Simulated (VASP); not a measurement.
Input of a VASP 6.6.1 run:

File POSCAR:

```
TaN
1.0
    0.0000000000      2.2116850000      2.1790000000
    2.1790000000      0.0000000000      2.1790000000
    2.1790000000      2.2116850000      0.0000000000
Ta N
1 1
Direct
    0.5000000000      0.5000000000      0.5000000000
    0.0000000000      0.0000000000      0.0000000000
```

Contents of INCAR.step1:

```
PREC = Accurate
ENCUT = 770
ISMEAR = 0
SIGMA = 0.15
LREAL = False
LASPH = True
NELM = 120
NBANDS = 16
GGA = PE
ALGO = Normal
EDIFF = 1E-5
LWAVE = True
LCHARG = False
GGA_COMPAT = False
```

File INCAR.step2:

```
PREC = Accurate
ENCUT = 770
EDIFF = 1E-6
ISMEAR = 0
SIGMA = 0.15
LREAL = False
LASPH = True
NELM = 120
ALGO = Normal
ISIF = 2
LWAVE = False
LCHARG = True
METAGGA = R2SCAN
LMIXTAU = True
LELF = True
LVHAR = True
NBANDS = 16
ISTART = 1
GGA_COMPAT = False
```

The input KPOINTS:

```
Automatic mesh
0
Gamma
  18 18 18
```

Potentials or basis: VASP PAW PBE potentials, release 64 (Ta_sv_GW, N).

Command:

```sh
$ cat potpaw_PBE.64/Ta_sv_GW/POTCAR potpaw_PBE.64/N/POTCAR > POTCAR
$ cp INCAR.step1 INCAR
$ mpirun -np 1 vasp_std > vasp.out
$ cp INCAR.step2 INCAR
$ mpirun -np 1 vasp_std > vasp.out
```

Predict the band gap on the k mesh.

zero (bands 9 and 10 overlap by 4.04 eV).

Predict the pressure.

4.3 GPa.

Stress tensor (GPa, compression positive):
```
 7.49  0.00  0.00
 0.00 -1.96  0.00
 0.00  0.00  7.49
```

Caveat: the cell differs from its parent crystal (strain +0.0150 x Voigt [0, 1, 0, 0, 0, 0]); the stress differs along the axes, from -2 to 7 GPa; the PAW data sets were made with another functional, which shifts forces and pressure a little; spin-orbit coupling is left out, which moves the levels of the heavy elements.
